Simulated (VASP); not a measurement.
Wanted: the native input for a VASP 6.6.1 run.

```
Task                   : single point
Functional             : revPBE
Potentials or basis    : VASP PAW PBE potentials, release 64 (C)
Cutoff                 : 520 eV
k mesh                 : 13 × 13 × 13
Occupations            : fermi-dirac, width 0.05 eV
Spin                   : no spin polarisation
Dipole correction      : no
Further INCAR settings : ALGO = Normal; EDIFF = 1e-06; NBANDS = 11
```

The structure of C lies in POSCAR:

```
C
1.0
    0.0000000000      1.7951807415      1.7951807415
    1.7951807415      0.0000000000      1.7951807415
    1.7951807415      1.7951807415      0.0000000000
C
2
Direct
    0.7500000000      0.7500000000      0.7500000000
    0.5000000000      0.5000000000      0.5000000000
```

These files were run (other wordings do the same):

INCAR

```
PREC = Accurate ; ENCUT = 520
EDIFF = 1E-6 ; ISMEAR = -1
SIGMA = 0.05 ; LREAL = F
LASPH = T ; NELM = 60
ALGO = Normal ; ISIF = 2
LWAVE = F ; LCHARG = F
GGA = RE ; NBANDS = 11
```

KPOINTS

```
Automatic mesh
0
Gamma
  13 13 13
```

Potentials or basis: VASP PAW PBE potentials, release 64 (C).

Run with:

```console
$ cat potpaw_PBE.64/C/POTCAR > POTCAR
$ mpirun -np 1 vasp_std > vasp.out
```

Results of the run:

```yaml
Pressure: -1.6 GPa
Band_gap_on_the_k_mesh: 4.09 eV, indirect (least direct gap 5.54 eV)
```

Caveat: the PAW data sets were made with another functional, which shifts forces and pressure a little.

It took 4 s on 1 thread of Intel(R) Xeon(R) 6975P-C (Granite Rapids) (shared host), peak memory 0.12 GiB.
